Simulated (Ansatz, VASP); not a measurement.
One calculation of Au, two programs

File INCAR:

```
SYSTEM = Au
ALGO = Normal ; EDIFF = 1E-6
ENCUT = 520 ; ISIF = 2
ISMEAR = -1 ; LASPH = .TRUE.
LCHARG = .TRUE. ; LELF = .TRUE.
LREAL = .FALSE. ; LVHAR = .TRUE.
LWAVE = .FALSE. ; NBANDS = 36
NELM = 60 ; PREC = Accurate
SIGMA = 0.05
```

Contents of KPOINTS:

```
k-points
0
G
  11 11 1
  0 0 0
```

The input POSCAR:

```
Au
1.0
    2.8626073067      0.0000000000      0.0000000000
    0.0000000000      2.8626073067      0.0000000000
    0.0000000000      0.0000000000     24.0967000000
Au
5
Direct
    0.0000000000      0.0000000000      0.3336327070
    0.5000000000      0.5000000000      0.4161763430
    0.0000000000      0.0000000000      0.5000000004
    0.5000000000      0.5000000000      0.5838236569
    0.0000000000      0.0000000000      0.6663672928
```

Input for Ansatz:

```yaml
crystal:
  lattice:
    - [2.8626073067, 0.0, 0.0]
    - [0.0, 2.8626073067, 0.0]
    - [0.0, 0.0, 24.0967]
  atoms:
    - { symbol: Au, position: [0.0, 0.0, 0.333632707] }
    - { symbol: Au, position: [0.5, 0.5, 0.416176343] }
    - { symbol: Au, position: [0.0, 0.0, 0.5000000004] }
    - { symbol: Au, position: [0.5, 0.5, 0.5838236569] }
    - { symbol: Au, position: [0.0, 0.0, 0.6663672928] }
kpoints:
  mp_grid: { grid: [11, 11, 1] }
scf:
  occupations: { method: fermi_dirac, width: 0.05 }
hamiltonian:
  xc: lda
  pseudopotentials: { kind: paw }
output:
  forces: true
  stress: true
  eigenvalues: true
  core_levels:
    shells: { Au: ["4f"] }
    counted_from: fermi_level
    add_spin: false
  write_density: true
  write_potential: true
  elf: true
  volumetric_format: npy
```

Alike in both runs: task single point; functional LDA; k mesh 11 × 11 × 1; occupations fermi-dirac, width 0.05 eV; no spin polarisation.

|  | VASP | Ansatz |
| --- | --- | --- |
| version | VASP 6.6.1 | Ansatz 0.2.0 |
| potentials or method | VASP PAW LDA potentials, release 64 (Au) | PAW with Ansatz's default frozen-core files, scalar-relativistic |
| plane-wave cutoff (eV) | 520 | 420 |
| valence electrons in the cell | 55 | 95 |

|  | VASP | Ansatz | Ansatz less VASP |
| --- | --- | --- | --- |
| rms of the force components (eV/Å) | 0.011 | 0.001 | -0.0105 |

LDA's correlation is that of Perdew and Zunger in VASP and of Perdew and Wang (1992) in Ansatz. Atom by atom the forces differ by 0.011 eV/Å (rms over components). VASP's potentials hold 55 valence electrons a cell and Ansatz's 95, so a difference there can come from the potentials and not from the codes. Ansatz's warnings: xc potential rough in thin density.

Neither program's run includes spin-orbit coupling.
